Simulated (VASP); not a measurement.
Input of a VASP 6.6.1 run:

Contents of INCAR:

```
SYSTEM = Sc
PREC = Accurate
ENCUT = 520
EDIFF = 1E-6
ISMEAR = 0
SIGMA = 0.05
LREAL = .FALSE.
LASPH = .TRUE.
NELM = 60
ALGO = Normal
ISIF = 2
LWAVE = .FALSE.
LCHARG = .FALSE.
GGA = PE
IVDW = 12
NBANDS = 84
```

The input KPOINTS:

```
Automatic mesh
0
G
  3 2 3
  0 0 0
```

POSCAR

```
Sc
1.0
    6.6200000000      0.0000000000      0.0000000000
   -4.9650000000      8.5996320000      0.0000000000
    0.0000000000      0.0000000000      5.2761400000
Sc
13
Direct
    0.0173217440      0.0109711014     -0.0244064264
    0.1913554384      0.1928783309      0.4874062116
   -0.0668069574      0.2828003402      0.1338448728
    0.1917339134      0.6023289257      0.3878588850
    0.0028896919      0.6529495159     -0.0663666664
    0.1541093722      0.8847211492      0.4810133899
    0.4828240917     -0.0100810985      0.0162358177
    0.6836021529      0.2312999393      0.5842099123
    0.5137238634      0.3240472040      0.0346362393
    0.6850184237      0.5614239405      0.4700277659
    0.5652770336      0.7101373254     -0.0208267621
    0.6847539950      0.9056926925      0.4916148167
    0.2295335373      0.4343181334      0.7721828436
```

Potentials or basis: VASP PAW PBE potentials, release 64 (Sc_sv).

Run with:

```sh
$ cat potpaw_PBE.64/Sc_sv/POTCAR > POTCAR
$ mpirun -np 1 vasp_std > vasp.out
```

What does it give for the largest force?

0.012 eV/Å.

Estimate the band gap on the k mesh.

zero (an odd number of electrons rules out a gap without spin polarisation).

Estimate the pressure.

1.1 GPa.

Forces on the atoms (eV/Å):
```
Sc  -0.008  0.005  0.002
Sc   0.009 -0.009  0.001
Sc  -0.001 -0.003  0.007
Sc   0.000  0.011  0.004
Sc  -0.005 -0.001 -0.004
Sc   0.005 -0.006  0.003
Sc   0.002 -0.007  0.004
Sc  -0.005  0.002  0.002
Sc   0.005  0.004 -0.004
Sc  -0.004  0.003 -0.001
Sc   0.009  0.005 -0.004
Sc  -0.003 -0.001 -0.007
Sc  -0.005 -0.002  0.000
```

Caveat: the k points lie up to 0.40 Å⁻¹ apart, too coarse for converged energies and pressures of a metal.
